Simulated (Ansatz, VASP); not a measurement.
**One calculation of KTaO3, two programs**

```
CELL_PARAMETERS angstrom
3.78889 0.00000 0.00000
0.00000 3.98830 0.00000
0.00000 0.00000 3.98830
ATOMIC_POSITIONS crystal
K 0.50000 0.50000 0.50000
Ta 0.00000 0.00000 0.00000
O 0.50000 0.00000 0.00000
O 0.00000 0.50000 0.00000
O 0.00000 0.00000 0.50000
```

Change from the starting cell: strain -0.0500 x Voigt [1, 0, 0, 0, 0, 0], atoms carried along.

Alike in both runs: task single point; functional PBE; k mesh 8 × 8 × 8; occupations gaussian, width 0.05 eV; no spin polarisation.

```csv
,VASP,Ansatz
version,VASP 6.6.1,Ansatz 0.2.0
potentials or method,"VASP PAW PBE potentials, release 64 (K_sv, Ta_pv, O), cutoff 520 eV","scalar-relativistic, plane waves, PAW"
valence electrons in the cell,38,40
```

Ansatz gave:

| Property | Result |
| --- | --- |
| gap on the k mesh at the Fermi level (eV) | 2.23 |
| least direct gap on the mesh (eV) | 2.79 |
| pressure (GPa) | 18.7 |
| traceless stress, the component that is largest in VASP (GPa) | 17.01 |

Question: Which values does VASP return?

Answer: gap on the k mesh at the Fermi level (eV): 2.19; least direct gap on the mesh (eV): 2.74; pressure (GPa): 19.7; traceless stress, the component that is largest in VASP (GPa): 17.32.

The functional is the same, so the differences come from potentials, cutoffs and numerics. VASP's potentials hold 38 valence electrons a cell and Ansatz's 40, so a difference there can come from the potentials and not from the codes.

Spin-orbit coupling is off throughout.
